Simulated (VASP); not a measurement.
Input of a VASP 6.6.1 run:

File INCAR:

```
  ALGO = Normal
  EDIFF = 1E-6
  ENCUT = 520
  GGA = PE
  ISIF = 2
  ISMEAR = -1
  ISYM = 0
  LASPH = T
  LCHARG = F
  LREAL = Auto
  LWAVE = F
  NBANDS = 87
  NELM = 60
  PREC = Accurate
  SIGMA = 0.3447
```

KPOINTS

```
Automatic mesh
0
Gamma
  1 1 1
  0.25 0.25 0.25
```

POSCAR

```
AlSi8NO16
1.0
    7.6361610000     -0.1511100000     -0.0835260000
   -0.1511100000      7.3133010000     -0.0381800000
   -0.0835260000     -0.0381800000      6.8622450000
Al N Si O
1 1 8 16
Direct
    0.4400624743      0.6310564791      0.7109517941
    0.4544054618      0.3838397592      0.7141038643
    0.6311628959      0.5960027575      0.3397207324
    0.6723172994      0.3268708825      0.7926475818
    0.1032814629      0.6968897218      0.8159360293
    0.2051478006      0.6020884171      0.3017270457
    0.2498163620      1.0177439206      0.0686454104
   -0.0607658085      0.1990804463      0.0786157251
    0.9758976210      0.1811715374      0.6550837159
    0.6181322659      0.9637430091      0.2986051684
    0.3977676243      0.4902921313      0.3174769033
    0.2173510214      0.8272694482      0.2186110535
    0.0824647225      0.4676302891      0.4049192462
    0.4581266308      1.0352359486      0.1716496268
    1.0683714024      0.2672662279      0.8626707461
    0.2925333158      0.7946114505      0.7928760053
    0.6778365667      0.3996802933      0.3557989799
    0.6265789138      0.7656108801      0.2107248654
    0.7615928554      0.5048363151      0.8654172877
    0.3929136182      0.2048088188      0.8025762857
    0.7673131535      0.1002687845      0.0920930192
    0.0477479034     -0.1160302354      0.9214975794
    0.0938823574      0.1417447304      0.1807311502
    0.6395277099      0.7449379708      0.5652848191
    0.7584066017      0.1321620866      0.7152252096
    0.0191188698     -0.0003855614      0.5409696392
```

Potentials or basis: VASP PAW PBE potentials, release 64 (Al, N, Si, O).

Launch:

```sh
$ cat potpaw_PBE.64/Al/POTCAR potpaw_PBE.64/N/POTCAR potpaw_PBE.64/Si/POTCAR potpaw_PBE.64/O/POTCAR > POTCAR
$ mpirun -np 1 vasp_std > vasp.out
```

Task: What does it give for the band gap on the k mesh?

Result: 0.40 eV.

Task: Predict the largest force.

Result: 10.121 eV/Å.

Forces in eV/Å, atoms in the order of the input:
```
Al   2.409  1.618 -1.243
N    0.691 -2.786  1.939
Si  -3.697 -0.154  4.459
Si  -3.485 -2.505 -2.233
Si  -2.595  0.408  0.236
Si   3.738  2.729 -1.614
Si  -0.831 -2.656  1.837
Si  -1.030  4.291 -5.969
Si  -0.458 -2.743  0.470
Si   1.182  3.052 -0.008
O   -0.819  3.644 -0.416
O   -0.265 -4.348  1.584
O   -2.821 -0.544  0.953
O   -3.386  2.128 -1.504
O   -2.462 -0.117 -0.027
O    4.709 -0.969 -1.173
O    3.678 -3.446  0.239
O    1.409 -0.332 -4.346
O    1.398  1.378  1.439
O    1.182  1.487 -0.658
O   -4.805 -1.927  1.520
O   -0.612  1.930  1.303
O    8.772 -2.308  4.490
O   -2.483 -2.295 -0.824
O    0.247  2.897 -0.336
O    0.335  1.564 -0.116
```

Caveat: the k points lie up to 0.92 Å⁻¹ apart.
